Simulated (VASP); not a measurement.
# KF (Fm-3m) in VASP: a series of runs, part 2 of 2

VASP 6.6.1.

### 3 Single point, PBE

This run uses another cell than the first one, of 19.28 Å³/atom, 1.034 times its volume.

File INCAR:

```
SYSTEM = KF
PREC = Accurate
ENCUT = 520
EDIFF = 1E-6
ISMEAR = 0
SIGMA = 0.05
LREAL = .False.
LASPH = .True.
NELM = 80
ALGO = Normal
ISIF = 2
LWAVE = .False.
LCHARG = .True.
GGA = PE
LELF = .True.
LVHAR = .True.
NBANDS = 15
```

File KPOINTS:

```
regular mesh
0
Gamma
  8 8 8
  0 0 0
```

File POSCAR:

```
KF
1.0
    0.0000000000      2.6813066325      2.6813066325
    2.6813066325      0.0000000000      2.6813066325
    2.6813066325      2.6813066325      0.0000000000
K F
1 1
Direct
    0.0000000000      0.0000000000      0.0000000000
    0.5000000000      0.5000000000      0.5000000000
```

Potentials or basis: VASP PAW PBE potentials, release 64 (K_sv, F).

The run is started by

```console
$ cat potpaw_PBE.64/K_sv/POTCAR potpaw_PBE.64/F/POTCAR > POTCAR
$ mpirun -np 1 vasp_std > vasp.out
```

OUTCAR:

```text
SYSTEM = KF
   PREC = Accurate
   ENCUT = 520
   EDIFF = 1E-6
   ISMEAR = 0
   LREAL = .False.
   LASPH = .True.
   NELM = 80
   ISIF = 2
   GGA = PE

 ion  position               nearest neighbor table
   1  0.000  0.000  0.000-   2 2.68   2 2.68   2 2.68   2 2.68   2 2.68   2 2.68
   2  0.500  0.500  0.500-   1 2.68   1 2.68   1 2.68   1 2.68   1 2.68   1 2.68

  LATTYP: Found a face centered cubic cell.
 ALAT       =     5.3626132650

  Lattice vectors:

 A1 = (   0.0000000000,   2.6813066325,   2.6813066325)
 A2 = (   2.6813066325,   0.0000000000,   2.6813066325)
[... 618 lines left out ...]

  FORCE on cell =-STRESS in cart. coord.  units (eV):
  Direction    XX          YY          ZZ          XY          YZ          ZX
  --------------------------------------------------------------------------------------
  -------------------------------------------------------------------------------------
  Total        0.2516820      0.2516820      0.2516820      0.0000000      0.0000000      0.0000000
  in kB       10.4590764     10.4590764     10.4590764      0.0000000      0.0000000      0.0000000
  external PRESSURE =      10.4590764 kB  Pullay stress =       0.0000000 kB

 VOLUME and BASIS-vectors are now :
 -----------------------------------------------------------------------------
  energy-cutoff  :      520.00
  volume of cell :       38.55
      direct lattice vectors                 reciprocal lattice vectors
     0.000000000  2.681306633  2.681306633    -0.186476248  0.186476248  0.186476248
     2.681306633  0.000000000  2.681306633     0.186476248 -0.186476248  0.186476248
     2.681306633  2.681306633  0.000000000     0.186476248  0.186476248 -0.186476248

 POSITION                                       TOTAL-FORCE (eV/Angst)
 -----------------------------------------------------------------------------------
      0.00000      0.00000      0.00000        -0.000000      0.000000      0.000000
      2.68131      2.68131      2.68131         0.000000     -0.000000     -0.000000
 -----------------------------------------------------------------------------------
    total drift:                                0.000000      0.000000      0.000000

  FREE ENERGIE OF THE ION-ELECTRON SYSTEM (eV)
  ---------------------------------------------------
  free  energy   TOTEN  =        -8.2937176797 eV

  energy  without entropy=       -8.2937176797  energy(sigma->0) =       -8.29371768
```

stdout:

```text
POSCAR found type information on POSCAR K F
 POSCAR found :  2 types and       2 ions
 scaLAPACK will be used
 LDA part: xc-table for (Slater+PW92), standard interpolation
 POSCAR, INCAR and KPOINTS ok, starting setup
 FFT: planning ... GRIDC
 FFT: planning ... GRID_SOFT
 FFT: planning ... GRID
 WAVECAR not read
 entering main loop
```

Run time: 8.2 s. Hardware: 1 thread of Intel Xeon 6975P-C (Granite Rapids), shared host; peak memory 0.16 GiB.

What came out:

| Item | Value |
| --- | --- |
| Free energy | -8.2937 eV |
| Pressure | 1.0 GPa |
| Band gap on the k mesh | 6.11 eV, direct |

Levels at points of the mesh, in eV from the valence-band top:
```csv
k point,band 5,band 6,band 7,band 8,band 9,band 10,band 11,band 12
"(0.00, 0.00, 0.00)",-9.43,0.00,0.00,0.00,6.11,10.65,10.65,10.65
"(0.50, 0.00, 0.00)",-9.46,-0.78,-0.34,-0.34,9.02,10.53,12.02,12.02
"(0.50, 0.50, 0.00)",-9.63,-0.22,-0.06,-0.06,8.19,10.24,11.73,13.56
```

A k mesh can miss the band edges. PBE gaps usually lie below the measured ones, often by a third to a half.

### 4 Single point, PBE

This run uses another cell than the first one, of 19.60 Å³/atom, 1.051 times its volume.

File INCAR:

```
  PREC = Accurate
  ENCUT = 520
  EDIFF = 1E-6
  ISMEAR = 0
  SIGMA = 0.05
  LREAL = False
  LASPH = True
  NELM = 60
  ALGO = Normal
  ISIF = 2
  LWAVE = False
  LCHARG = False
  GGA = PE
  NBANDS = 15
```

File KPOINTS:

```
Automatic mesh
0
Gamma
  8 8 8
```

File POSCAR:

```
KF
1.0
    0.0000000000      2.6960160724      2.6960160724
    2.6960160724      0.0000000000      2.6960160724
    2.6960160724      2.6960160724      0.0000000000
K F
1 1
Direct
    0.0000000000      0.0000000000      0.0000000000
    0.5000000000      0.5000000000      0.5000000000
```

Potentials or basis: VASP PAW PBE potentials, release 64 (K_sv, F).

The run is started by

```console
$ cat potpaw_PBE.64/K_sv/POTCAR potpaw_PBE.64/F/POTCAR > POTCAR
$ mpirun -np 1 vasp_std > vasp.out
```

OUTCAR:

```text
PREC = Accurate
   ENCUT = 520
   EDIFF = 1E-6
   ISMEAR = 0
   LREAL = False
   LASPH = True
   NELM = 60
   ISIF = 2
   GGA = PE

 ion  position               nearest neighbor table
   1  0.000  0.000  0.000-   2 2.70   2 2.70   2 2.70   2 2.70   2 2.70   2 2.70
   2  0.500  0.500  0.500-   1 2.70   1 2.70   1 2.70   1 2.70   1 2.70   1 2.70

  LATTYP: Found a face centered cubic cell.
 ALAT       =     5.3920321448

  Lattice vectors:

 A1 = (   0.0000000000,   2.6960160724,   2.6960160724)
[... 618 lines left out ...]
------------------------ aborting loop because EDIFF is reached ----------------------------------------

  FORCE on cell =-STRESS in cart. coord.  units (eV):
  Direction    XX          YY          ZZ          XY          YZ          ZX
  --------------------------------------------------------------------------------------
  -------------------------------------------------------------------------------------
  Total        0.1226332      0.1226332      0.1226332     -0.0000000     -0.0000000     -0.0000000
  in kB        5.0132724      5.0132724      5.0132724     -0.0000000     -0.0000000     -0.0000000
  external PRESSURE =       5.0132724 kB  Pullay stress =       0.0000000 kB

 VOLUME and BASIS-vectors are now :
 -----------------------------------------------------------------------------
  energy-cutoff  :      520.00
  volume of cell :       39.19
      direct lattice vectors                 reciprocal lattice vectors
     0.000000000  2.696016072  2.696016072    -0.185458835  0.185458835  0.185458835
     2.696016072  0.000000000  2.696016072     0.185458835 -0.185458835  0.185458835
     2.696016072  2.696016072  0.000000000     0.185458835  0.185458835 -0.185458835

 POSITION                                       TOTAL-FORCE (eV/Angst)
 -----------------------------------------------------------------------------------
      0.00000      0.00000      0.00000        -0.000000      0.000000     -0.000000
      2.69602      2.69602      2.69602         0.000000     -0.000000      0.000000
 -----------------------------------------------------------------------------------
    total drift:                                0.000000      0.000000      0.000000

  FREE ENERGIE OF THE ION-ELECTRON SYSTEM (eV)
  ---------------------------------------------------
  free  energy   TOTEN  =        -8.2975156438 eV

  energy  without entropy=       -8.2975156438  energy(sigma->0) =       -8.29751564
```

stdout:

```text
POSCAR found type information on POSCAR K F
 POSCAR found :  2 types and       2 ions
 scaLAPACK will be used
 LDA part: xc-table for (Slater+PW92), standard interpolation
 POSCAR, INCAR and KPOINTS ok, starting setup
 FFT: planning ... GRIDC
 FFT: planning ... GRID_SOFT
 FFT: planning ... GRID
 WAVECAR not read
 entering main loop
```

Run time: 8.1 s. Hardware: 1 thread of Intel Xeon 6975P-C (Granite Rapids), shared host; peak memory 0.15 GiB.

What came out:

```
Free energy            : -8.2975 eV
Pressure               : 0.5 GPa
Band gap on the k mesh : 6.03 eV, direct
```

### 5 Overview

```tsv
cell	gap on the mesh (eV)	pressure (GPa)
a = 3.750 Å, angles 60.0°, 2 atoms	6.29	2.3
a = 3.792 Å, angles 60.0°, 2 atoms	6.11	1.0
a = 3.813 Å, angles 60.0°, 2 atoms	6.03	0.5
```

Alike in all rows: task single point; level PBE; potentials or basis VASP PAW PBE potentials, release 64 (K_sv, F); no spin polarisation; k mesh 8 × 8 × 8; cutoff (eV) 520; smearing gaussian 0.05 eV.

Absolute energies hang on the potentials; compare differences alone.
